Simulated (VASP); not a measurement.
# Ni (Fm-3m) in VASP: a series of runs

Runs on Ni. Level: PBE. Tasks: single point.

All numbers are computed with VASP 6.6.1; they aren't measurements. Logs are shortened: lines on timing, memory, paths and dates and some standing lists are left out, and cuts for length are marked.

**1. The cell of the first run**

It takes space group Fm-3m (No. 225, cubic). The conventional cell has a = 3.517 Å, b = 3.517 Å, c = 3.517 Å, α = 90.00°, β = 90.00°, γ = 90.00°. Ni (site symmetry m-3m) has 12 Ni at 2.49 Å within 3.3 Å.

**2. Single point, PBE**

INCAR reads:

```
PREC = Accurate
ENCUT = 520
EDIFF = 1E-6
ISMEAR = -1
SIGMA = 0.1
LREAL = F
LASPH = T
NELM = 80
ALGO = Normal
ISIF = 2
LWAVE = F
LCHARG = F
GGA = PE
NBANDS = 17
ISYM = 0
```

KPOINTS reads:

```
regular mesh
0
Gamma
  12 7 10
```

POSCAR reads:

```
Ni
1.0
    0.0000000000     -1.7584000000     -1.7584000000
   -3.5168000000     -1.7584000000     -1.7584000000
    0.0000000000      1.7584000000     -1.7584000000
Ni
2
Direct
    0.0000000000      0.0000000000      0.0000000000
    0.0000000000      0.5000000000      0.5000000000
```

Potentials or basis: VASP PAW PBE potentials, release 64 (Ni).

Started as:

```sh
$ cat potpaw_PBE.64/Ni/POTCAR > POTCAR
$ mpirun -np 1 vasp_std > vasp.out
```

OUTCAR:

```text
PREC = Accurate
   ENCUT = 520
   EDIFF = 1E-6
   ISMEAR = -1
   LREAL = F
   LASPH = T
   NELM = 80
   ISIF = 2
   GGA = PE
   ISYM = 0

 ion  position               nearest neighbor table
   1  0.000  0.000  0.000-   2 2.49   2 2.49   2 2.49   2 2.49   2 2.49   2 2.49   2 2.49   2 2.49

   2  0.000  0.500  0.500-   1 2.49   1 2.49   1 2.49   1 2.49   1 2.49   1 2.49   1 2.49   1 2.49

IMPORTANT INFORMATION: All symmetrisations will be switched off!
NOSYMM: (Re-)initialisation of all symmetry stuff for point group C_1.

----------------------------------------------------------------------------------------

                                     Primitive cell

  volume of cell :      21.7477

  direct lattice vectors                    reciprocal lattice vectors
     0.000000000 -1.758400000 -1.758400000     0.284349409 -0.284349409 -0.284349409
    -3.516800000 -1.758400000 -1.758400000    -0.284349409  0.000000000  0.000000000
     0.000000000  1.758400000 -1.758400000     0.000000000  0.284349409 -0.284349409

  length of vectors
     2.486753128  4.307182764  2.486753128     0.492507623  0.284349409  0.402130790

  position of ions in fractional coordinates (direct lattice)
     0.000000000  0.000000000  0.000000000
     0.000000000  0.500000000  0.500000000

  ion indices of the primitive-cell ions
   primitive index   ion index
                 1           1
                 2           2

----------------------------------------------------------------------------------------

 KPOINTS: regular mesh

Automatic generation of k-mesh.
 Grid dimensions read from file:
 generate k-points for:   12    7   10

 Generating k-lattice:

  Cartesian coordinates                     Fractional coordinates (reciprocal lattice)
     0.023695784 -0.023695784 -0.023695784     0.083333333  0.000000000  0.000000000
    -0.040621344  0.000000000  0.000000000     0.000000000  0.142857143  0.000000000
     0.000000000  0.028434941 -0.028434941     0.000000000  0.000000000  0.100000000

  Length of vectors
     0.041042302  0.040621344  0.040213079

  Shift w.r.t. Gamma in fractional coordinates (k-lattice)
     0.000000000  0.000000000  0.000000000

 -----------------------------------------------------------------------------
|                                                                             |
|           W    W    AA    RRRRR   N    N  II  N    N   GGGG   !!!           |
|           W    W   A  A   R    R  NN   N  II  NN   N  G    G  !!!           |
|           W    W  A    A  R    R  N N  N  II  N N  N  G       !!!           |
|           W WW W  AAAAAA  RRRRR   N  N N  II  N  N N  G  GGG   !            |
|           WW  WW  A    A  R   R   N   NN  II  N   NN  G    G                |
|           W    W  A    A  R    R  N    N  II  N    N   GGGG   !!!           |
|                                                                             |
|     Your reciprocal lattice and k-lattice belong to different lattice       |
|     classes:                                                                |
|                                                                             |
|        The reciprocal lattice is simple tetragonal,                         |
|        whereas your k-lattice is simple monoclinic.                         |
|                                                                             |
|     Results are often still useful ...                                      |
|                                                                             |
 -----------------------------------------------------------------------------

 WARNING: IBZKPT: internal override: KBLOWUP is changed to .FALSE.
      ... skipping the blow-up phase ...

 Subroutine IBZKPT returns following result:
 ===========================================

 Found    422 irreducible k-points:

 Following reciprocal coordinates:
            Coordinates               Weight
  0.000000  0.000000  0.000000      1.000000
  0.083333  0.000000  0.000000      2.000000
  0.166667  0.000000  0.000000      2.000000
  0.250000  0.000000  0.000000      2.000000
  0.333333  0.000000  0.000000      2.000000
  0.416667  0.000000  0.000000      2.000000
[... 16 lines left out ...]
  0.250000  0.285714  0.000000      2.000000
  0.333333  0.285714  0.000000      2.000000
 [... further k-points ...]
   k-points           NKPTS =    422   k-points in BZ     NKDIM =    422   number of bands    NBANDS=     17
   number of dos      NEDOS =    301   number of ions     NIONS =      2
   total plane-waves  NPLWV =  10368
   dimension x,y,z NGX =    18 NGY =   32 NGZ =   18
   dimension x,y,z NGXF=    36 NGYF=   64 NGZF=   36
   ions per type =               2
   NGX,Y,Z   is equivalent  to a cutoff of  12.03, 12.35, 12.03 a.u.
   NGXF,Y,Z  is equivalent  to a cutoff of  24.07, 24.70, 24.07 a.u.
 SYSTEM =  unknown system
   PREC   = accura    normal or accurate (medium, high low for compatibility)
   ISTART =      0    job   : 0-new  1-cont  2-samecut
   ICHARG =      2    charge: 1-file 2-atom 10-const
   ISPIN  =      1    spin polarized calculation?
   LNONCOLLINEAR =      F non collinear calculations
   LSORBIT =      F    spin-orbit coupling
   LASPH  =      T    aspherical Exc in radial PAW
   ENCUT  =  520.0 eV  38.22 Ry    6.18 a.u.   4.62  8.01  4.62*2*pi/ulx,y,z
   NELM   =     80;   NELMIN=  2; NELMDL= -5     # of ELM steps
   EDIFF  = 0.1E-05   stopping-criterion for ELM
   LREAL  =      F    real-space projection
   EDIFFG = 0.1E-04   stopping-criterion for IOM
   NSW    =      0    number of steps for IOM
   IBRION =     -1    ionic relax: 0-MD 1-quasi-New 2-CG
   NFREE  =      0    steps in history (QN), initial steepest desc. (CG)
   ISIF   =      2    stress and relaxation
   ISYM   =      0    0-nonsym 1-usesym 2-fastsym
   POTIM  = 0.5000    time-step for ionic-motion
   TEBEG  =    0.0;   TEEND  =   0.0 temperature during run
   PSTRESS=    0.0 pullay stress
   NELECT =      20.0000    total number of electrons
   NUPDOWN=      -1.0000    fix difference up-down
   EMIN   =  10.00;   EMAX   =-10.00  energy-range for DOS
   EFERMI =   0.00;   METHOD = LEGACY
   ISMEAR =    -1;   SIGMA  =   0.10  broadening in eV -4-tet -1-fermi 0-gaus
   EFERMI_NEDOS =   21; number of points for ismear=-14 and -15
   IALGO  =     38    algorithm
   IMIX   =      4    mixing-type and parameters
     AMIX     =   0.40;   BMIX     =  1.00
     AMIX_MAG =   1.60;   BMIX_MAG =  1.00
  volume/ion in A,a.u.               =      10.87        73.38
  Fermi-wavevector in a.u.,A,eV,Ry     =   1.592015  3.008472 34.484126  2.534512
  Thomas-Fermi vector in A             =   2.690466
   LORBIT       =      0    0 simple, 1 ext, 2 COOP (PROOUT), +10 PAW based schemes
   GGA     = PE    functional components
   LHFCALC =     F    Hartree Fock is set to
   AEXX    =    0.0000 exact exchange contribution
   IVDW    =     0    specifies the selected vdW correction
   LEPSILON=     F    determine dielectric tensor
   LRPA    =     F    only Hartree local field effects (RPA)
 non-spin polarized calculation
  energy-cutoff  :      520.00
  volume of cell :       21.75
 maximum number of plane-waves:       605
   NGX =  9   NGY = 15   NGZ =  9

 number of electron      20.0000023 magnetization

 Free energy of the ion-electron system (eV)
  ---------------------------------------------------
  ext. energy  EPLUGINS =         0.00000000
  ---------------------------------------------------
  free energy    TOTEN  =       -10.93130963 eV

  energy without entropy =      -10.75723389  energy(sigma->0) =      -10.84427176

 E-fermi :   9.2232     XC(G=0): -13.2573

 val. band max:        9.2188523629   @ k =  -0.4167   0.4286   0.3000
 cond. band min:       9.2244379504   @ k =   0.2500   0.4286   0.5000
 fundamental gap:      0.0055855875
 Fermi energy:         9.2231864710

 k-point     1 :       0.0000    0.0000    0.0000
  band No.  band energies     occupation
      1       0.3526      2.00000
      2       4.9215      2.00000
      3       5.5133      2.00000
      4       7.3471      2.00000
      5       7.3474      2.00000
      6       7.3500      2.00000
[... 9 lines left out ...]
     16      29.2080      0.00000
     17      32.7125      0.00000

 k-point     2 :       0.0833    0.0000    0.0000
  band No.  band energies     occupation
      1       0.6237      2.00000
      2       5.0212      2.00000
      3       5.6006      2.00000
      4       7.2765      2.00000
      5       7.4071      2.00000
      6       7.4072      2.00000
[... 9 lines left out ...]
     16      30.0454      0.00000
     17      31.9851      0.00000

 k-point     3 :       0.1667    0.0000    0.0000
  band No.  band energies     occupation
      1       1.4099      2.00000
      2       5.2902      2.00000
      3       5.8363      2.00000
      4       7.1034      2.00000
      5       7.5261      2.00000
      6       7.5265      2.00000
[... 9 lines left out ...]
     16      28.1119      0.00000
     17      30.7395      0.00000

 k-point     4 :       0.2500    0.0000    0.0000
  band No.  band energies     occupation
      1       2.6011      2.00000
      2       5.5146      2.00000
      3       6.1955      2.00000
      4       6.9744      2.00000
      5       7.3193      2.00000
      6       7.5481      2.00000
[... 9 lines left out ...]
     16      27.6010      0.00000
     17      31.2440      0.00000
[... 343 lines left out ...]
      1       1.2428      2.00000
      2       5.2914      2.00000
      3       5.7879      2.00000
      4       7.1300      2.00000
      5       7.5112      2.00000
      6       7.5133      2.00000
[... 9 lines left out ...]
     16      28.9380      0.00000
     17      30.6740      0.00000

 k-point    23 :       0.2500    0.2857    0.0000
  band No.  band energies     occupation
      1       1.9308      2.00000
      2       5.6481      2.00000
      3       5.9567      2.00000
      4       6.9571      2.00000
      5       7.5637      2.00000
      6       7.5985      2.00000
[... 9 lines left out ...]
     16      27.7524      0.00000
     17      29.4652      0.00000

 k-point    24 :       0.3333    0.2857    0.0000
  band No.  band energies     occupation
      1       3.0304      2.00000
      2       5.9796      2.00000
      3       6.1639      2.00000
      4       6.7802      2.00000
      5       7.1249      2.00000
      6       7.4721      2.00000
[... 9 lines left out ...]
     16      27.1558      0.00000
     17      28.2484      0.00000

 [... further k-points ...]
[... 5 lines left out ...]
  --------------------------------------------------------------------------------------
  -------------------------------------------------------------------------------------
  Total       -0.0071093     -0.0611609     -0.0611544     -0.0040857      0.0052148     -0.0040862
  in kB       -0.5237494     -4.5057959     -4.5053166     -0.3010011      0.3841807     -0.3010349
  external PRESSURE =      -3.1782873 kB  Pullay stress =       0.0000000 kB

 VOLUME and BASIS-vectors are now :
 -----------------------------------------------------------------------------
  energy-cutoff  :      520.00
  volume of cell :       21.75
      direct lattice vectors                 reciprocal lattice vectors
     0.000000000 -1.758400000 -1.758400000     0.284349409 -0.284349409 -0.284349409
    -3.516800000 -1.758400000 -1.758400000    -0.284349409  0.000000000  0.000000000
     0.000000000  1.758400000 -1.758400000     0.000000000  0.284349409 -0.284349409

 POSITION                                       TOTAL-FORCE (eV/Angst)
 -----------------------------------------------------------------------------------
      0.00000      0.00000      0.00000        -0.000001     -0.000000      0.000001
     -1.75840      0.00000     -1.75840         0.000001      0.000000     -0.000001
 -----------------------------------------------------------------------------------
    total drift:                               -0.000000      0.000001     -0.000001

  FREE ENERGIE OF THE ION-ELECTRON SYSTEM (eV)
  ---------------------------------------------------
  free  energy   TOTEN  =       -10.9313096338 eV

  energy  without entropy=      -10.7572338945  energy(sigma->0) =      -10.84427176
```

Run time: 52 s. Hardware: 1 thread of AMD EPYC 9R45 (Zen 5), shared host; peak memory 0.21 GiB.

Results:

```yaml
Free_energy: -10.9313 eV
Pressure: -0.3 GPa
Band_gap_on_the_k_mesh: zero (band 10 reaches 9.37 eV, above the bottom of band 11 at 8.72 eV)
```

Levels at points of the mesh, in eV from the Fermi level:
| k point | band 6 | band 7 | band 8 | band 9 | band 10 | band 11 | band 12 | band 13 | band 14 | band 15 |
| --- | --- | --- | --- | --- | --- | --- | --- | --- | --- | --- |
| (0.00, 0.00, 0.00) | -1.87 | -0.78 | -0.78 | -0.06 | 0.14 | 0.15 | 2.59 | 9.51 | 15.00 | 15.00 |
| (0.50, 0.00, 0.00) | -1.92 | -0.16 | -0.16 | -0.04 | -0.04 | -0.04 | -0.04 | 6.05 | 6.05 | 22.30 |
| (0.00, 0.00, 0.50) | -2.31 | -1.23 | -1.23 | -0.80 | -0.80 | 1.42 | 1.42 | 11.78 | 11.78 | 13.14 |
| (0.50, 0.00, 0.50) | -2.58 | -0.86 | -0.86 | 0.14 | 0.14 | 7.99 | 7.99 | 7.99 | 7.99 | 10.21 |

Caveat: the run has no spin polarisation, though such a crystal can be magnetic.

**3. Single point, PBE, collinear spin, antiferromagnetic start**

INCAR reads:

```
SYSTEM = Ni
ALGO     = Normal         ! electronic algorithm
EDIFF    = 1E-6           ! SCF threshold, eV
ENCUT    = 520            ! plane-wave cutoff, eV
GGA      = PE             ! functional
ISIF     = 2              ! what is computed and relaxed
ISMEAR   = -1             ! smearing method
ISPIN    = 2              ! spin polarisation
ISYM     = 0            
LASPH    = .True.         ! aspherical terms in the spheres
LCHARG   = .False.        ! write CHGCAR
LMAXMIX  = 4              ! l up to which the mixer works
LORBIT   = 11             ! projections on sites
LREAL    = .False.        ! projectors in reciprocal space
LWAVE    = .False.        ! write WAVECAR
MAGMOM   = 2 -2           ! initial moments
NBANDS   = 21             ! bands
NELM     = 150            ! most SCF steps
PREC     = Accurate       ! precision mode
SIGMA    = 0.1            ! smearing width, eV
```

KPOINTS reads:

```
k-points
0
Gamma
  12 7 10
  0 0 0
```

POSCAR is that of step 2.

Potentials or basis: VASP PAW PBE potentials, release 64 (Ni).

Started as:

```sh
$ cat potpaw_PBE.64/Ni/POTCAR > POTCAR
$ mpirun -np 1 vasp_std > vasp.out
```

It took 3.3 min on 1 thread of AMD EPYC 9R45 (Zen 5), shared host; peak memory 0.32 GiB.

Results (log left out):

```
Free energy                                           : -10.9313 eV
Pressure                                              : -0.3 GPa
Band gap on the k mesh                                : zero (filled and empty bands overlap)
Net moment                                            : 0.00 μB per cell
Valence electrons inside the program's atomic spheres : Ni 9.31
```

Stress tensor (GPa, compression positive):
```
-0.08 -0.03 -0.03
-0.03 -0.48  0.04
-0.03  0.04 -0.48
```

Levels at points of the mesh, in eV from the Fermi level:
Spin up:
```
           k point  band 8  band 9  band 10  band 11  band 12  band 13
(0.00, 0.00, 0.00)   -0.78   -0.06     0.14     0.15     2.59     9.51
(0.50, 0.00, 0.00)   -0.16   -0.04    -0.04    -0.04    -0.04     6.05
(0.00, 0.00, 0.50)   -1.23   -0.80    -0.80     1.42     1.42    11.78
(0.50, 0.00, 0.50)   -0.86    0.14     0.14     7.99     7.99     7.99
```
Spin down:
```
           k point  band 8  band 9  band 10  band 11  band 12  band 13
(0.00, 0.00, 0.00)   -0.78   -0.06     0.14     0.15     2.59     9.51
(0.50, 0.00, 0.00)   -0.16   -0.04    -0.04    -0.04    -0.04     6.05
(0.00, 0.00, 0.50)   -1.23   -0.80    -0.80     1.42     1.42    11.78
(0.50, 0.00, 0.50)   -0.86    0.14     0.15     7.99     7.99     7.99
```

Caveat: the starting moments collapsed, and a magnetic state may lie lower.
